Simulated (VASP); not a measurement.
# Ir (Fm-3m) in VASP: a series of runs

Ir is run at these levels: PBE; tasks: single point.

Everything below comes from runs of VASP 6.6.1. Logs are shortened: lines on timing, memory, paths and dates and some standing lists are left out, and cuts for length are marked.

### 1 The cell of the first run

The structure is cubic, space group Fm-3m (No. 225). The conventional cell has a = 3.872 Å, b = 3.872 Å, c = 3.872 Å, α = 90.00°, β = 90.00°, γ = 90.00°. Within 3.6 Å of Ir (site symmetry m-3m) lie 12 Ir at 2.74 Å.

### 2 Single point, PBE

INCAR

```
ALGO = Normal
EDIFF = 1E-6
ENCUT = 520
GGA = PE
ISIF = 2
ISMEAR = -1
LASPH = T
LCHARG = F
LREAL = F
LWAVE = F
NBANDS = 10
NELM = 100
PREC = Accurate
SIGMA = 0.1
```

KPOINTS

```
k-points
0
Gamma
  4 4 4
```

POSCAR

```
Ir
1.0
    0.0000000000      1.9360622002      1.9360622002
    1.9360622002      0.0000000000      1.9360622002
    1.9360622002      1.9360622002      0.0000000000
Ir
1
Direct
    0.0000000000      0.0000000000      0.0000000000
```

Potentials or basis: VASP PAW PBE potentials, release 64 (Ir).

Run with:

```
> cat potpaw_PBE.64/Ir/POTCAR > POTCAR
> mpirun -np 1 vasp_std > vasp.out
```

OUTCAR:

```text
EDIFF = 1E-6
   ENCUT = 520
   GGA = PE
   ISIF = 2
   ISMEAR = -1
   LASPH = T
   LREAL = F
   NELM = 100
   PREC = Accurate

 ion  position               nearest neighbor table
   1  0.000  0.000  0.000-

  LATTYP: Found a face centered cubic cell.
 ALAT       =     3.8721244004

  Lattice vectors:

 A1 = (   0.0000000000,   1.9360622002,   1.9360622002)
 A2 = (   1.9360622002,   0.0000000000,   1.9360622002)
 A3 = (   1.9360622002,   1.9360622002,   0.0000000000)

Analysis of symmetry for initial positions (statically):
=====================================================================
 Subroutine PRICEL returns:
 Original cell was already a primitive cell.

 Routine SETGRP: Setting up the symmetry group for a
 face centered cubic supercell.

 Subroutine GETGRP returns: Found 48 space group operations
 (whereof 48 operations were pure point group operations)
 out of a pool of 48 trial point group operations.

The static configuration has the point symmetry O_h .

Analysis of symmetry for dynamics (positions and initial velocities):
=====================================================================
 Subroutine PRICEL returns:
 Original cell was already a primitive cell.

 Routine SETGRP: Setting up the symmetry group for a
 face centered cubic supercell.

 Subroutine GETGRP returns: Found 48 space group operations
 (whereof 48 operations were pure point group operations)
 out of a pool of 48 trial point group operations.

The dynamic configuration has the point symmetry O_h .

 Subroutine INISYM returns: Found 48 space group operations
 (whereof 48 operations are pure point group operations),
 and found     1 'primitive' translations

----------------------------------------------------------------------------------------

                                     Primitive cell

  volume of cell :      14.5140

  direct lattice vectors                    reciprocal lattice vectors
     0.000000000  1.936062200  1.936062200    -0.258256166  0.258256166  0.258256166
     1.936062200  0.000000000  1.936062200     0.258256166 -0.258256166  0.258256166
     1.936062200  1.936062200  0.000000000     0.258256166  0.258256166 -0.258256166

  length of vectors
     2.738005421  2.738005421  2.738005421     0.447312800  0.447312800  0.447312800

  position of ions in fractional coordinates (direct lattice)
     0.000000000  0.000000000  0.000000000

  ion indices of the primitive-cell ions
   primitive index   ion index
                 1           1

----------------------------------------------------------------------------------------

 KPOINTS: k-points

Automatic generation of k-mesh.
 Grid dimensions read from file:
 generate k-points for:    4    4    4

 Generating k-lattice:

  Cartesian coordinates                     Fractional coordinates (reciprocal lattice)
    -0.064564041  0.064564041  0.064564041     0.250000000  0.000000000  0.000000000
     0.064564041 -0.064564041  0.064564041     0.000000000  0.250000000  0.000000000
     0.064564041  0.064564041 -0.064564041     0.000000000  0.000000000  0.250000000

  Length of vectors
     0.111828200  0.111828200  0.111828200

  Shift w.r.t. Gamma in fractional coordinates (k-lattice)
     0.000000000  0.000000000  0.000000000

 Subroutine IBZKPT returns following result:
 ===========================================

 Found      8 irreducible k-points:

 Following reciprocal coordinates:
            Coordinates               Weight
  0.000000  0.000000  0.000000      1.000000
  0.250000  0.000000  0.000000      8.000000
  0.500000  0.000000  0.000000      4.000000
  0.250000  0.250000  0.000000      6.000000
  0.500000  0.250000  0.000000     24.000000
 -0.250000  0.250000  0.000000     12.000000
  0.500000  0.500000  0.000000      3.000000
 -0.250000  0.500000  0.250000      6.000000
   k-points           NKPTS =      8   k-points in BZ     NKDIM =      8   number of bands    NBANDS=     10
   number of dos      NEDOS =    301   number of ions     NIONS =      1
   total plane-waves  NPLWV =   8000
   dimension x,y,z NGX =    20 NGY =   20 NGZ =   20
   dimension x,y,z NGXF=    40 NGYF=   40 NGZF=   40
   ions per type =               1
   NGX,Y,Z   is equivalent  to a cutoff of  12.14, 12.14, 12.14 a.u.
   NGXF,Y,Z  is equivalent  to a cutoff of  24.29, 24.29, 24.29 a.u.
 SYSTEM =  unknown system
   PREC   = accura    normal or accurate (medium, high low for compatibility)
   ISTART =      0    job   : 0-new  1-cont  2-samecut
   ICHARG =      2    charge: 1-file 2-atom 10-const
   ISPIN  =      1    spin polarized calculation?
   LNONCOLLINEAR =      F non collinear calculations
   LSORBIT =      F    spin-orbit coupling
   LASPH  =      T    aspherical Exc in radial PAW
   ENCUT  =  520.0 eV  38.22 Ry    6.18 a.u.   5.09  5.09  5.09*2*pi/ulx,y,z
   NELM   =    100;   NELMIN=  2; NELMDL= -5     # of ELM steps
   EDIFF  = 0.1E-05   stopping-criterion for ELM
   LREAL  =      F    real-space projection
   EDIFFG = 0.1E-04   stopping-criterion for IOM
   NSW    =      0    number of steps for IOM
   IBRION =     -1    ionic relax: 0-MD 1-quasi-New 2-CG
   NFREE  =      0    steps in history (QN), initial steepest desc. (CG)
   ISIF   =      2    stress and relaxation
   ISYM   =      2    0-nonsym 1-usesym 2-fastsym
   POTIM  = 0.5000    time-step for ionic-motion
   TEBEG  =    0.0;   TEEND  =   0.0 temperature during run
   PSTRESS=    0.0 pullay stress
   NELECT =       9.0000    total number of electrons
   NUPDOWN=      -1.0000    fix difference up-down
   EMIN   =  10.00;   EMAX   =-10.00  energy-range for DOS
   EFERMI =   0.00;   METHOD = LEGACY
   ISMEAR =    -1;   SIGMA  =   0.10  broadening in eV -4-tet -1-fermi 0-gaus
   EFERMI_NEDOS =   21; number of points for ismear=-14 and -15
   IALGO  =     38    algorithm
   IMIX   =      4    mixing-type and parameters
     AMIX     =   0.40;   BMIX     =  1.00
     AMIX_MAG =   1.60;   BMIX_MAG =  1.00
  volume/ion in A,a.u.               =      14.51        97.95
  Fermi-wavevector in a.u.,A,eV,Ry     =   1.396024  2.638104 26.516181  1.948884
  Thomas-Fermi vector in A             =   2.519419
   LORBIT       =      0    0 simple, 1 ext, 2 COOP (PROOUT), +10 PAW based schemes
   GGA     = PE    functional components
   LHFCALC =     F    Hartree Fock is set to
   AEXX    =    0.0000 exact exchange contribution
   IVDW    =     0    specifies the selected vdW correction
   LEPSILON=     F    determine dielectric tensor
   LRPA    =     F    only Hartree local field effects (RPA)
 non-spin polarized calculation
  energy-cutoff  :      520.00
  volume of cell :       14.51
 maximum number of plane-waves:       399
   NGX = 11   NGY = 11   NGZ = 11

 number of electron       9.0000000 magnetization

 Free energy of the ion-electron system (eV)
  ---------------------------------------------------
  ext. energy  EPLUGINS =         0.00000000
  ---------------------------------------------------
  free energy    TOTEN  =        -9.33246639 eV

  energy without entropy =       -9.31829814  energy(sigma->0) =       -9.32538227

 E-fermi :   9.6313     XC(G=0): -13.8389

 val. band max:        9.2669592509   @ k =   0.5000   0.0000   0.0000
 cond. band min:       9.6915702226   @ k =   0.2500   0.2500   0.0000
 fundamental gap:      0.4246109717
 Fermi energy:         9.6312771823

 k-point     1 :       0.0000    0.0000    0.0000
  band No.  band energies     occupation
      1      -0.8817      2.00000
      2       6.2088      2.00000
      3       6.2088      2.00000
      4       6.2088      2.00000
      5       8.7752      1.99962
      6       8.7752      1.99962
      7      24.3609      0.00000
      8      29.7715      0.00000
      9      29.7715      0.00000
     10      29.7715      0.00000

 k-point     2 :       0.2500    0.0000    0.0000
  band No.  band energies     occupation
      1       1.2836      2.00000
      2       5.7188      2.00000
      3       6.6337      2.00000
      4       6.6337      2.00000
      5       8.9593      1.99759
      6       8.9593      1.99759
      7      23.6300      0.00000
      8      26.6097      0.00000
      9      33.3528      0.00000
     10      33.3529      0.00000

 k-point     3 :       0.5000    0.0000    0.0000
  band No.  band energies     occupation
      1       2.1259      2.00000
      2       6.1068      2.00000
      3       6.1068      2.00000
      4       9.2670      1.94900
      5      10.7848      0.00002
      6      10.7848      0.00002
      7      16.9505      0.00000
      8      23.8825      0.00000
      9      29.5304      0.00000
     10      29.5304      0.00000

 k-point     4 :       0.2500    0.2500    0.0000
  band No.  band energies     occupation
      1       2.0317      2.00000
      2       4.3198      2.00000
      3       7.0195      2.00000
      4       8.1368      2.00000
      5       8.1368      2.00000
      6       9.6916      0.70735
      7      27.7318      0.00000
      8      27.8116      0.00000
      9      27.8116      0.00000
     10      29.3770      0.00000

 k-point     5 :       0.5000    0.2500    0.0000
  band No.  band energies     occupation
      1       3.2999      2.00000
      2       4.5879      2.00000
      3       6.3991      2.00000
      4       8.0465      2.00000
      5      10.9439      0.00000
      6      13.7192      0.00000
      7      17.9812      0.00000
      8      24.8749      0.00000
      9      26.1705      0.00000
     10      29.4330      0.00000

 k-point     6 :      -0.2500    0.2500    0.0000
  band No.  band energies     occupation
      1       3.8022      2.00000
      2       5.1685      2.00000
      3       5.5612      2.00000
      4       7.6015      2.00000
      5       8.6286      1.99991
      6      12.6921      0.00000
      7      21.3842      0.00000
      8      24.0089      0.00000
      9      27.8133      0.00000
     10      32.3408      0.00000

 k-point     7 :       0.5000    0.5000    0.0000
  band No.  band energies     occupation
      1       2.3253      2.00000
      2       2.8902      2.00000
      3      10.7459      0.00003
      4      11.3418      0.00000
      5      11.3418      0.00000
      6      11.6710      0.00000
      7      20.1065      0.00000
      8      21.5475      0.00000
      9      21.5475      0.00000
     10      30.8264      0.00000

 k-point     8 :      -0.2500    0.5000    0.2500
  band No.  band energies     occupation
      1       3.9223      2.00000
      2       5.2569      2.00000
      3       5.2569      2.00000
      4       8.2160      2.00000
      5      11.3469      0.00000
      6      17.9329      0.00000
      7      18.8415      0.00000
      8      18.8415      0.00000
      9      22.9553      0.00000
     10      35.2448      0.00000

------------------------ aborting loop because EDIFF is reached ----------------------------------------

  FORCE on cell =-STRESS in cart. coord.  units (eV):
  Direction    XX          YY          ZZ          XY          YZ          ZX
  --------------------------------------------------------------------------------------
  -------------------------------------------------------------------------------------
  Total       -0.8257131     -0.8257131     -0.8257131      0.0000000      0.0000000      0.0000000
  in kB      -91.1489897    -91.1489897    -91.1489897      0.0000000      0.0000000      0.0000000
  external PRESSURE =     -91.1489897 kB  Pullay stress =       0.0000000 kB

 VOLUME and BASIS-vectors are now :
 -----------------------------------------------------------------------------
  energy-cutoff  :      520.00
  volume of cell :       14.51
      direct lattice vectors                 reciprocal lattice vectors
     0.000000000  1.936062200  1.936062200    -0.258256166  0.258256166  0.258256166
     1.936062200  0.000000000  1.936062200     0.258256166 -0.258256166  0.258256166
     1.936062200  1.936062200  0.000000000     0.258256166  0.258256166 -0.258256166

 POSITION                                       TOTAL-FORCE (eV/Angst)
 -----------------------------------------------------------------------------------
      0.00000      0.00000      0.00000         0.000000      0.000000     -0.000000
 -----------------------------------------------------------------------------------
    total drift:                                0.000000      0.000000     -0.000000

  FREE ENERGIE OF THE ION-ELECTRON SYSTEM (eV)
  ---------------------------------------------------
  free  energy   TOTEN  =        -9.3324663865 eV

  energy  without entropy=       -9.3182981447  energy(sigma->0) =       -9.32538227
```

Wall time 3.7 s (1 thread of Intel Xeon 6975P-C, shared host); peak memory 0.12 GiB.

What came out:

```
Free energy : -9.3325 eV
Pressure    : -9.1 GPa
```

Caveat: the k points lie up to 0.70 Å⁻¹ apart; spin-orbit coupling is left out, which moves the levels of the heavy elements.

### 3 Single point, PBE

INCAR

```
PREC = Accurate ; ENCUT = 520
EDIFF = 1E-7 ; ISMEAR = -1
SIGMA = 0.1 ; LREAL = F
LASPH = T ; NELM = 100
ALGO = Normal ; ISIF = 2
LWAVE = F ; LCHARG = F
GGA = PE ; NBANDS = 10
```

KPOINTS

```
regular mesh
0
Gamma
  5 5 5
```

POSCAR is that of step 2.

Potentials or basis: VASP PAW PBE potentials, release 64 (Ir).

Run with:

```
> cat potpaw_PBE.64/Ir/POTCAR > POTCAR
> mpirun -np 1 vasp_std > vasp.out
```

Run time: 4.5 s. Hardware: 1 thread of Intel Xeon 6975P-C, shared host; peak memory 0.12 GiB.

The run converged. Its results:

```yaml
Free_energy: -8.6457 eV
Pressure: 4.7 GPa
```

Levels at points of the mesh, in eV from the Fermi level:
```csv
k point,band 1,band 2,band 3,band 4,band 5,band 6,band 7,band 8,band 9
"(0.00, 0.00, 0.00)",-11.19,-4.09,-4.09,-4.09,-1.50,-1.50,14.01,19.47,19.47
```

Caveat: the k points lie up to 0.56 Å⁻¹ apart; spin-orbit coupling is left out, which moves the levels of the heavy elements.

### 4 Single point, PBE

INCAR

```
ALGO = Normal
EDIFF = 1E-6
ENCUT = 520
GGA = PE
ISIF = 2
ISMEAR = -1
LASPH = T
LCHARG = T
LELF = T
LREAL = F
LVHAR = T
LWAVE = F
NBANDS = 10
NELM = 80
PREC = Accurate
SIGMA = 0.1
```

KPOINTS

```
k-points
0
Gamma
  7 7 7
```

POSCAR is that of step 3.

Run with:

```
> cat potpaw_PBE.64/Ir/POTCAR > POTCAR
> mpirun -np 1 vasp_std > vasp.out
```

Wall time 7.1 s (1 thread of Intel Xeon 6975P-C, shared host); peak memory 0.13 GiB.

It converged, with:

* Free energy: -8.9336 eV
* Pressure: -0.9 GPa

Levels at points of the mesh, in eV from the Fermi level:
| k point | band 1 | band 2 | band 3 | band 4 | band 5 | band 6 | band 7 | band 8 |
| --- | --- | --- | --- | --- | --- | --- | --- | --- |
| (0.00, 0.00, 0.00) | -10.93 | -3.81 | -3.81 | -3.81 | -1.22 | -1.22 | 14.28 | 19.73 |

Caveat: the k points lie up to 0.40 Å⁻¹ apart; spin-orbit coupling is left out, which moves the levels of the heavy elements.

### 5 Summary

| k mesh | gap on the mesh (eV) | pressure (GPa) |
| --- | --- | --- |
| 4 × 4 × 4 | none | -9.1 |
| 5 × 5 × 5 | none | 4.7 |
| 7 × 7 × 7 | none | -0.9 |

Alike in all rows: task single point; level PBE; potentials or basis VASP PAW PBE potentials, release 64 (Ir); no spin polarisation; cell as given; cutoff (eV) 520; smearing fermi-dirac 0.1 eV.

Caveats: all runs use coarse meshes; spin-orbit coupling is left out, which moves the levels of the heavy elements.

Absolute energies hang on the potentials; compare differences alone.
